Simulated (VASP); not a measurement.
# Pb2S3 (Pm-3m) in VASP: further runs

Pb2S3 is run at these levels: PBEsol, r2SCAN+rVV10; tasks: single point, relaxation of cell and atoms.

Everything below comes from runs of VASP 6.6.1. Logs are shortened: lines on timing, memory, paths and dates and some standing lists are left out, and cuts for length are marked.

### 1 The cell of the first run

The structure is cubic, space group Pm-3m (No. 221). The conventional cell has a = 5.093 Å, b = 5.093 Å, c = 5.093 Å, α = 90.00°, β = 90.00°, γ = 90.00°. Within 4.7 Å of Pb (site symmetry m-3m) lie 12 S at 3.60 Å and 8 Pb at 4.41 Å. Within 3.4 Å of Pb (site symmetry m-3m) lie 6 S at 2.55 Å. S (site symmetry 4/mmm) has 2 Pb at 2.55 Å within 3.4 Å.

### 2 Single point, PBEsol

INCAR

```
SYSTEM = Pb2S3
PREC     = Accurate       ! precision mode
ENCUT    = 520            ! plane-wave cutoff, eV
EDIFF    = 1E-6           ! SCF threshold, eV
ISMEAR   = -1             ! smearing method
SIGMA    = 0.03           ! smearing width, eV
LREAL    = .False.        ! projectors in reciprocal space
LASPH    = .True.         ! aspherical terms in the spheres
NELM     = 100            ! most SCF steps
ALGO     = Normal         ! electronic algorithm
ISIF     = 2              ! what is computed and relaxed
LWAVE    = .False.        ! write WAVECAR
LCHARG   = .False.        ! write CHGCAR
GGA      = PS             ! functional
NBANDS   = 31             ! bands
```

KPOINTS

```
regular mesh
0
Gamma
  4 4 4
  0 0 0
```

POSCAR

```
Pb2S3
1.0
    5.0930996250      0.0000000000      0.0000000000
    0.0000000000      5.0930996250      0.0000000000
    0.0000000000      0.0000000000      5.0930996250
Pb S
2 3
Direct
    0.0000000000      0.0000000000      0.0000000000
    0.5000000000      0.5000000000      0.5000000000
    0.5000000000      0.5000000000      0.0000000000
    0.5000000000      0.0000000000      0.5000000000
    0.0000000000      0.5000000000      0.5000000000
```

Potentials or basis: VASP PAW PBE potentials, release 64 (Pb_d, S).

On the command line:

```
$ cat potpaw_PBE.64/Pb_d/POTCAR potpaw_PBE.64/S/POTCAR > POTCAR
$ mpirun -np 1 vasp_std > vasp.out
```

OUTCAR:

```text
SYSTEM = Pb2S3
   PREC = Accurate
   ENCUT = 520
   EDIFF = 1E-6
   ISMEAR = -1
   LREAL = .False.
   LASPH = .True.
   NELM = 100
   ISIF = 2
   GGA = PS

 ion  position               nearest neighbor table
   1  0.000  0.000  0.000-
   2  0.500  0.500  0.500-   3 2.55   4 2.55   5 2.55   3 2.55   4 2.55   5 2.55
   3  0.500  0.500  0.000-   2 2.55   2 2.55
   4  0.500  0.000  0.500-   2 2.55   2 2.55
   5  0.000  0.500  0.500-   2 2.55   2 2.55

  LATTYP: Found a simple cubic cell.
 ALAT       =     5.0930996250

  Lattice vectors:

 A1 = (   5.0930996250,   0.0000000000,   0.0000000000)
 A2 = (   0.0000000000,   5.0930996250,   0.0000000000)
 A3 = (   0.0000000000,   0.0000000000,   5.0930996250)

Analysis of symmetry for initial positions (statically):
=====================================================================
 Subroutine PRICEL returns:
 Original cell was already a primitive cell.

 Routine SETGRP: Setting up the symmetry group for a
 simple cubic supercell.

 Subroutine GETGRP returns: Found 48 space group operations
 (whereof 48 operations were pure point group operations)
 out of a pool of 48 trial point group operations.

The static configuration has the point symmetry O_h .

Analysis of symmetry for dynamics (positions and initial velocities):
=====================================================================
 Subroutine PRICEL returns:
 Original cell was already a primitive cell.

 Routine SETGRP: Setting up the symmetry group for a
 simple cubic supercell.

 Subroutine GETGRP returns: Found 48 space group operations
 (whereof 48 operations were pure point group operations)
 out of a pool of 48 trial point group operations.

The dynamic configuration has the point symmetry O_h .

 Subroutine INISYM returns: Found 48 space group operations
 (whereof 48 operations are pure point group operations),
 and found     1 'primitive' translations

----------------------------------------------------------------------------------------
[... 76 lines left out ...]
   ISTART =      0    job   : 0-new  1-cont  2-samecut
   ICHARG =      2    charge: 1-file 2-atom 10-const
   ISPIN  =      1    spin polarized calculation?
   LNONCOLLINEAR =      F non collinear calculations
   LSORBIT =      F    spin-orbit coupling
   LASPH  =      T    aspherical Exc in radial PAW
   ENCUT  =  520.0 eV  38.22 Ry    6.18 a.u.   9.47  9.47  9.47*2*pi/ulx,y,z
   NELM   =    100;   NELMIN=  2; NELMDL= -5     # of ELM steps
   EDIFF  = 0.1E-05   stopping-criterion for ELM
   LREAL  =      F    real-space projection
   EDIFFG = 0.1E-04   stopping-criterion for IOM
   NSW    =      0    number of steps for IOM
   IBRION =     -1    ionic relax: 0-MD 1-quasi-New 2-CG
   NFREE  =      0    steps in history (QN), initial steepest desc. (CG)
   ISIF   =      2    stress and relaxation
   ISYM   =      2    0-nonsym 1-usesym 2-fastsym
   POTIM  = 0.5000    time-step for ionic-motion
   TEBEG  =    0.0;   TEEND  =   0.0 temperature during run
   PSTRESS=    0.0 pullay stress
   NELECT =      46.0000    total number of electrons
   NUPDOWN=      -1.0000    fix difference up-down
   EMIN   =  10.00;   EMAX   =-10.00  energy-range for DOS
   EFERMI =   0.00;   METHOD = LEGACY
   ISMEAR =    -1;   SIGMA  =   0.03  broadening in eV -4-tet -1-fermi 0-gaus
   EFERMI_NEDOS =   21; number of points for ismear=-14 and -15
   IALGO  =     38    algorithm
   IMIX   =      4    mixing-type and parameters
     AMIX     =   0.40;   BMIX     =  1.00
     AMIX_MAG =   1.60;   BMIX_MAG =  1.00
  volume/ion in A,a.u.               =      26.42       178.31
  Fermi-wavevector in a.u.,A,eV,Ry     =   1.151716  2.176427 18.047434  1.326449
  Thomas-Fermi vector in A             =   2.288371
   LORBIT       =      0    0 simple, 1 ext, 2 COOP (PROOUT), +10 PAW based schemes
   GGA     = PS    functional components
   LHFCALC =     F    Hartree Fock is set to
   AEXX    =    0.0000 exact exchange contribution
   IVDW    =     0    specifies the selected vdW correction
   LEPSILON=     F    determine dielectric tensor
   LRPA    =     F    only Hartree local field effects (RPA)
 non-spin polarized calculation
  energy-cutoff  :      520.00
  volume of cell :      132.11
 maximum number of plane-waves:      3585
 NGX is ok and might be reduce to    40
   NGX = 19   NGY = 19   NGZ = 19

 number of electron      46.0000001 magnetization

 Free energy of the ion-electron system (eV)
  ---------------------------------------------------
  ext. energy  EPLUGINS =         0.00000000
  ---------------------------------------------------
  free energy    TOTEN  =       -20.21731455 eV

  energy without entropy =      -20.21018719  energy(sigma->0) =      -20.21375087

 E-fermi :   4.2445     XC(G=0):  -9.5780

 val. band max:        4.2360661112   @ k =   0.2500   0.2500   0.2500
 cond. band min:       4.3427099777   @ k =   0.2500   0.2500   0.0000
 fundamental gap:      0.1066438666
 Fermi energy:         4.2445149730

 k-point     1 :       0.0000    0.0000    0.0000
  band No.  band energies     occupation
      1     -13.0110      2.00000
      2     -13.0110      2.00000
      3     -13.0031      2.00000
      4     -13.0031      2.00000
      5     -13.0031      2.00000
      6     -12.5858      2.00000
[... 329 lines left out ...]
     30       8.6848      0.00000
     31      12.0419      0.00000

------------------------ aborting loop because EDIFF is reached ----------------------------------------

  FORCE on cell =-STRESS in cart. coord.  units (eV):
  Direction    XX          YY          ZZ          XY          YZ          ZX
  --------------------------------------------------------------------------------------
  -------------------------------------------------------------------------------------
  Total       -0.0712348     -0.0712348     -0.0712348     -0.0000000     -0.0000000      0.0000000
  in kB       -0.8638860     -0.8638860     -0.8638860     -0.0000000     -0.0000000      0.0000000
  external PRESSURE =      -0.8638860 kB  Pullay stress =       0.0000000 kB

 VOLUME and BASIS-vectors are now :
 -----------------------------------------------------------------------------
  energy-cutoff  :      520.00
  volume of cell :      132.11
      direct lattice vectors                 reciprocal lattice vectors
     5.093099625  0.000000000  0.000000000     0.196344088  0.000000000  0.000000000
     0.000000000  5.093099625  0.000000000     0.000000000  0.196344088  0.000000000
     0.000000000  0.000000000  5.093099625     0.000000000  0.000000000  0.196344088

 POSITION                                       TOTAL-FORCE (eV/Angst)
 -----------------------------------------------------------------------------------
      0.00000      0.00000      0.00000         0.000000      0.000000      0.000000
      2.54655      2.54655      2.54655         0.000000      0.000000      0.000000
      2.54655      2.54655      0.00000         0.000000      0.000000      0.000000
      2.54655      0.00000      2.54655         0.000000      0.000000      0.000000
      0.00000      2.54655      2.54655         0.000000      0.000000      0.000000
 -----------------------------------------------------------------------------------
    total drift:                               -0.000000      0.000000     -0.000000

  FREE ENERGIE OF THE ION-ELECTRON SYSTEM (eV)
  ---------------------------------------------------
  free  energy   TOTEN  =       -20.2173145536 eV

  energy  without entropy=      -20.2101871936  energy(sigma->0) =      -20.21375087
```

OSZICAR:

```text
N       E                     dE             d eps       ncg     rms          rms(c)
DAV:   1     0.473798777508E+03    0.47380E+03   -0.21146E+04   620   0.152E+03
DAV:   2     0.381512766768E+02   -0.43565E+03   -0.41718E+03   634   0.401E+02
DAV:   3    -0.191064274693E+02   -0.57258E+02   -0.54832E+02   841   0.160E+02
DAV:   4    -0.217415269799E+02   -0.26351E+01   -0.26232E+01   725   0.360E+01
DAV:   5    -0.218737116070E+02   -0.13218E+00   -0.13215E+00   915   0.855E+00    0.876E+00
DAV:   6    -0.203318865986E+02    0.15418E+01   -0.22928E+00   808   0.142E+01    0.606E+00
DAV:   7    -0.202297744021E+02    0.10211E+00   -0.58228E-01   779   0.852E+00    0.281E+00
DAV:   8    -0.202183140251E+02    0.11460E-01   -0.97174E-02   805   0.245E+00    0.419E-01
DAV:   9    -0.202171770482E+02    0.11370E-02   -0.82273E-03   906   0.797E-01    0.196E-01
DAV:  10    -0.202172668774E+02   -0.89829E-04   -0.12086E-03   854   0.249E-01    0.668E-02
DAV:  11    -0.202173308301E+02   -0.63953E-04   -0.17059E-04   811   0.101E-01    0.377E-02
DAV:  12    -0.202173138843E+02    0.16946E-04   -0.56640E-05   760   0.800E-02    0.651E-03
DAV:  13    -0.202173145536E+02   -0.66924E-06   -0.73536E-06   688   0.141E-02
   1 F= -.20217315E+02 E0= -.20213751E+02  d E =-.712736E-02
```

stdout:

```text
POSCAR found type information on POSCAR PbS
 POSCAR found :  2 types and       5 ions
 scaLAPACK will be used
 -----------------------------------------------------------------------------
|                                                                             |
|                                                                             |
|     You enforced a specific xc type in the INCAR file but a different       |
|     I HOPE YOU KNOW WHAT YOU ARE DOING!                                     |
|                                                                             |
 -----------------------------------------------------------------------------

 LDA part: xc-table for (Slater+PW92), standard interpolation
 POSCAR, INCAR and KPOINTS ok, starting setup
 FFT: planning ... GRIDC
 FFT: planning ... GRID_SOFT
 FFT: planning ... GRID
 WAVECAR not read
 entering main loop
```

It took 38 s on 1 thread of Intel Xeon Platinum 8488C (Sapphire Rapids), shared host; peak memory 0.25 GiB.

What came out:

| Quantity | Value |
| --- | --- |
| Free energy | -20.2173 eV |
| Pressure | -0.1 GPa |
| Band gap on the k mesh | zero (band 23 reaches 4.44 eV, above the bottom of band 24 at 3.35 eV) |

Levels at points of the mesh, in eV from the Fermi level:
| k point | band 20 | band 21 | band 22 | band 23 | band 24 | band 25 | band 26 | band 27 |
| --- | --- | --- | --- | --- | --- | --- | --- | --- |
| (0.00, 0.00, 0.00) | -1.19 | -1.19 | -0.90 | -0.90 | -0.90 | 3.33 | 3.33 | 3.33 |
| (0.50, 0.00, 0.00) | -1.42 | -1.26 | -0.80 | -0.80 | 0.61 | 1.89 | 2.51 | 2.51 |
| (0.50, 0.50, 0.00) | -1.33 | -1.33 | -0.38 | 0.19 | 1.32 | 2.46 | 2.46 | 2.89 |
| (0.50, 0.50, 0.50) | -0.36 | 0.20 | 0.20 | 0.20 | 3.20 | 3.20 | 3.20 | 3.51 |

Caveat: the PAW data sets were made with another functional, which shifts forces and pressure a little; spin-orbit coupling is left out, which moves the levels of the heavy elements.

### 3 Single point, r2SCAN+rVV10

This run uses another cell than the first one, of 26.61 Å³/atom, 1.007 times its volume.

POSCAR, as its differences from that of step 2:

```diff
@@ -2,5 +2,5 @@
 1.0
-    5.0930996250      0.0000000000      0.0000000000
-    0.0000000000      5.0930996250      0.0000000000
-    0.0000000000      0.0000000000      5.0930996250
+    5.1053263456      0.0000000000      0.0000000000
+    0.0000000000      5.1053263456      0.0000000000
+    0.0000000000      0.0000000000      5.1053263456
 Pb S
```

INCAR.step1

```
SYSTEM = Pb2S3
PREC = Accurate
ENCUT = 520
ISMEAR = -1
SIGMA = 0.03
LREAL = .FALSE.
LASPH = .TRUE.
NELM = 100
NBANDS = 31
GGA = PE
ALGO = Normal
EDIFF = 1E-4
LWAVE = .TRUE.
LCHARG = .FALSE.
```

INCAR.step2

```
SYSTEM = Pb2S3
PREC = Accurate
ENCUT = 520
EDIFF = 1E-7
ISMEAR = -1
SIGMA = 0.03
LREAL = .FALSE.
LASPH = .TRUE.
NELM = 100
ALGO = Normal
ISIF = 2
LWAVE = .FALSE.
LCHARG = .TRUE.
METAGGA = R2SCAN
LMIXTAU = .TRUE.
LUSE_VDW = .TRUE.
IVDW_NL = 2
BPARAM = 11.95
CPARAM = 0.0093
LELF = .TRUE.
LVHAR = .TRUE.
NBANDS = 31
ISTART = 1
```

KPOINTS

```
Automatic mesh
0
G
  4 4 4
  0 0 0
```

Potentials or basis: VASP PAW PBE potentials, release 64 (Pb_d, S).

On the command line:

```
$ cat potpaw_PBE.64/Pb_d/POTCAR potpaw_PBE.64/S/POTCAR > POTCAR
$ cp INCAR.step1 INCAR
$ mpirun -np 1 vasp_std > vasp.out
$ cp INCAR.step2 INCAR
$ mpirun -np 1 vasp_std > vasp.out
```

Wall time 3.9 min (1 thread of Intel Xeon Platinum 8488C (Sapphire Rapids), shared host); peak memory 0.5 GiB.

Results (log left out):

* Free energy: -135.0122 eV
* Pressure: 0.1 GPa
* Band gap on the k mesh: zero (band 23 reaches 4.26 eV, above the bottom of band 24 at 3.15 eV)

Levels at points of the mesh, in eV from the Fermi level:
```
           k point  band 20  band 21  band 22  band 23  band 24  band 25  band 26  band 27
(0.00, 0.00, 0.00)    -1.33    -1.33    -1.06    -1.06    -1.06     3.49     3.49     3.49
(0.50, 0.00, 0.00)    -1.55    -1.40    -0.96    -0.96     0.72     2.02     2.66     2.66
(0.50, 0.50, 0.00)    -1.48    -1.48    -0.53     0.05     1.50     2.61     2.61     3.01
(0.50, 0.50, 0.50)    -0.50     0.06     0.06     0.06     3.58     3.58     3.58     3.67
```

Caveat: the PAW data sets were made with another functional, which shifts forces and pressure a little; spin-orbit coupling is left out, which moves the levels of the heavy elements.

### 4 Relaxation of cell and atoms, PBEsol

This run uses another cell than the first one, of 27.53 Å³/atom, 1.042 times its volume.

INCAR

```
ALGO     = Normal         # electronic algorithm
EDIFF    = 1E-6           # SCF threshold, eV
EDIFFG   = -0.01          # ionic threshold
ENCUT    = 600            # plane-wave cutoff, eV
GGA      = PS             # functional
IBRION   = 2              # ionic algorithm
ISIF     = 3              # what is computed and relaxed
ISMEAR   = -1             # smearing method
LASPH    = T              # aspherical terms in the spheres
LCHARG   = F              # write CHGCAR
LREAL    = F              # projectors in reciprocal space
LWAVE    = F              # write WAVECAR
NELM     = 60             # most SCF steps
NSW      = 100            # ionic steps
PREC     = Accurate       # precision mode
SIGMA    = 0.03           # smearing width, eV
```

KPOINTS

```
k-points
0
Gamma
  4 4 4
```

POSCAR, as its differences from that of step 3:

```diff
@@ -2,5 +2,5 @@
 1.0
-    5.1053263456      0.0000000000      0.0000000000
-    0.0000000000      5.1053263456      0.0000000000
-    0.0000000000      0.0000000000      5.1053263456
+    5.1635525000      0.0000000000      0.0000000000
+    0.0000000000      5.1635525000      0.0000000000
+    0.0000000000      0.0000000000      5.1635525000
 Pb S
```

On the command line:

```
$ cat potpaw_PBE.64/Pb_d/POTCAR potpaw_PBE.64/S/POTCAR > POTCAR
$ mpirun -np 1 vasp_std > vasp.out
```

Run time: 99 s. Hardware: 1 thread of Intel Xeon Platinum 8488C (Sapphire Rapids), shared host; peak memory 0.28 GiB.

The run converged. Its results:

```
Free energy                            : -20.2184 eV
Relaxed volume                         : 26.41 Å³/atom
Relaxed cell                           : a = 5.092 Å, b = 5.092 Å, c = 5.092 Å, α = 90.00°, β = 90.00°, γ = 90.00°
Space group after relaxing (to 0.05 Å) : Pm-3m (No. 221)
Energy gained by relaxing              : 7.6 meV/atom
Ionic steps                            : 3
Pressure after relaxing                : 0.0 GPa
Band gap on the k mesh                 : zero (band 23 reaches 4.45 eV, above the bottom of band 24 at 3.35 eV)
```

Step by step:
```csv
step,energy change (eV),largest force (eV/Å),pressure (GPa),volume (Å³)
1,0.0000,0.0000,-2.09,137.67
2,-0.0355,0.0000,0.62,130.63
3,-0.0382,0.0000,0.00,132.04
```

Final structure:
```cif
data_structure
_symmetry_space_group_name_H-M 'P 1'
_symmetry_Int_Tables_number 1
_cell_length_a 5.0922
_cell_length_b 5.0922
_cell_length_c 5.0922
_cell_angle_alpha 90.000
_cell_angle_beta 90.000
_cell_angle_gamma 90.000
_cell_volume 132.04
loop_
_atom_site_label
_atom_site_type_symbol
_atom_site_fract_x
_atom_site_fract_y
_atom_site_fract_z
_atom_site_occupancy
Pb1 Pb 0.00000 0.00000 0.00000 1
Pb2 Pb 0.50000 0.50000 0.50000 1
S1 S 0.50000 0.50000 0.00000 1
S2 S 0.50000 0.00000 0.50000 1
S3 S 0.00000 0.50000 0.50000 1
```

Levels at points of the mesh, in eV from the Fermi level:
```tsv
k point	band 21	band 22	band 23	band 24	band 25	band 26
(0.00, 0.00, 0.00)	-1.20	-0.90	-0.90	-0.90	3.33	3.33
(0.50, 0.00, 0.00)	-1.26	-0.80	-0.80	0.60	1.89	2.51
(0.50, 0.50, 0.00)	-1.33	-0.38	0.19	1.32	2.46	2.46
(0.50, 0.50, 0.50)	0.20	0.20	0.20	3.20	3.20	3.20
```

Caveat: the PAW data sets were made with another functional, which shifts forces and pressure a little; spin-orbit coupling is left out, which moves the levels of the heavy elements.

### 5 Single point, r2SCAN+rVV10

This run uses another cell than the first one, of 26.61 Å³/atom, 1.007 times its volume.

POSCAR, as its differences from that of step 4:

```diff
@@ -2,5 +2,5 @@
 1.0
-    5.1635525000      0.0000000000      0.0000000000
-    0.0000000000      5.1635525000      0.0000000000
-    0.0000000000      0.0000000000      5.1635525000
+    5.1053263456      0.0000000000      0.0000000000
+    0.0000000000      5.1053263456      0.0000000000
+    0.0000000000      0.0000000000      5.1053263456
 Pb S
```

INCAR.step1

```
SYSTEM = Pb2S3
ALGO = Normal
EDIFF = 1E-4
ENCUT = 520
GGA = PE
ISMEAR = -1
LASPH = .TRUE.
LCHARG = .FALSE.
LREAL = .FALSE.
LWAVE = .TRUE.
NBANDS = 31
NELM = 80
PREC = Accurate
SIGMA = 0.03
```

INCAR.step2

```
SYSTEM = Pb2S3
ALGO = Normal
BPARAM = 11.95
CPARAM = 0.0093
EDIFF = 1E-6
ENCUT = 520
ISIF = 2
ISMEAR = -1
ISTART = 1
IVDW_NL = 2
LASPH = .TRUE.
LCHARG = .FALSE.
LMIXTAU = .TRUE.
LREAL = .FALSE.
LUSE_VDW = .TRUE.
LWAVE = .FALSE.
METAGGA = R2SCAN
NBANDS = 31
NELM = 80
PREC = Accurate
SIGMA = 0.03
```

KPOINTS

```
k-points
0
G
  6 6 6
  0 0 0
```

On the command line:

```
$ cat potpaw_PBE.64/Pb_d/POTCAR potpaw_PBE.64/S/POTCAR > POTCAR
$ cp INCAR.step1 INCAR
$ mpirun -np 1 vasp_std > vasp.out
$ cp INCAR.step2 INCAR
$ mpirun -np 1 vasp_std > vasp.out
```

Wall time 5.8 min (1 thread of Intel Xeon Platinum 8488C (Sapphire Rapids), shared host); peak memory 0.52 GiB.

It converged, with:

- Free energy: -135.0525 eV
- Pressure: -0.2 GPa
- Band gap on the k mesh: zero (band 23 reaches 4.28 eV, above the bottom of band 24 at 3.16 eV)

Levels at points of the mesh, in eV from the Fermi level:
```tsv
k point	band 21	band 22	band 23	band 24	band 25	band 26
(0.00, 0.00, 0.00)	-1.20	-0.92	-0.92	-0.92	3.62	3.62
(0.50, 0.00, 0.00)	-1.26	-0.82	-0.82	0.84	2.13	2.79
(0.50, 0.50, 0.00)	-1.34	-0.42	0.19	1.63	2.73	2.73
(0.50, 0.50, 0.50)	0.20	0.20	0.20	3.67	3.67	3.67
```

Caveat: the PAW data sets were made with another functional, which shifts forces and pressure a little; spin-orbit coupling is left out, which moves the levels of the heavy elements.

### 6 The runs side by side

```tsv
task	level	cell	k mesh	cutoff (eV)	gap on the mesh (eV)	pressure (GPa)
single point	PBEsol	a = 5.093 Å, 5 atoms	4 × 4 × 4	520	none	-0.1
single point	r2SCAN+rVV10	a = 5.105 Å, 5 atoms	4 × 4 × 4	520	none	0.1
relaxation of cell and atoms	PBEsol	relaxed from a = 5.164 Å, 5 atoms	4 × 4 × 4	600	none	0.0
single point	r2SCAN+rVV10	a = 5.105 Å, 5 atoms	6 × 6 × 6	520	none	-0.2
```

Alike in all rows: potentials or basis VASP PAW PBE potentials, release 64 (Pb_d, S); no spin polarisation; smearing fermi-dirac 0.03 eV.

Caveats: the PAW data sets were made with another functional, which shifts forces and pressure a little; spin-orbit coupling is left out, which moves the levels of the heavy elements.

Absolute energies hang on the potentials; compare differences alone.
